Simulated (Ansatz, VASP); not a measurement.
As3S2: VASP beside Ansatz

```
As S
1.0
     4.23260    0.00000    0.00000
    -2.11630    3.66554    0.00000
     0.00000    0.00000    6.58524
As S
3 2
Direct
  0.00000 0.00000 0.00000
  0.33333 0.66667 0.64500
  0.66667 0.33333 0.35500
  0.33333 0.66667 0.24500
  0.66667 0.33333 0.75500
```

Alike in both runs: task relaxation of cell and atoms; functional PBE; k mesh 6 × 6 × 4; occupations gaussian, width 0.1 eV; no spin polarisation.

|  | VASP | Ansatz |
| --- | --- | --- |
| version | VASP 6.6.1 | Ansatz 0.2.0 |
| potentials or method | VASP PAW PBE potentials, release 64 (As, S), cutoff 600 eV | scalar-relativistic, plane waves, PAW |
| valence electrons in the cell | 27 | 57 |

```csv
,VASP,Ansatz,Ansatz less VASP
"gap on the k mesh at the Fermi level, each at its own relaxed structure (eV)",none,none,-
relaxed volume (Å³/atom),22.76,21.68,-1.084
relaxed length of the cell vector where the two differ most in proportion (Å),10.268,5.474,-4.7940
```

A gap of «none» marks a metal or a gap that the smearing closes. One of these differences is far larger than is usual between the two programs; its cause wasn't traced. VASP's potentials hold 27 valence electrons a cell and Ansatz's 57, so a difference there can come from the potentials and not from the codes.
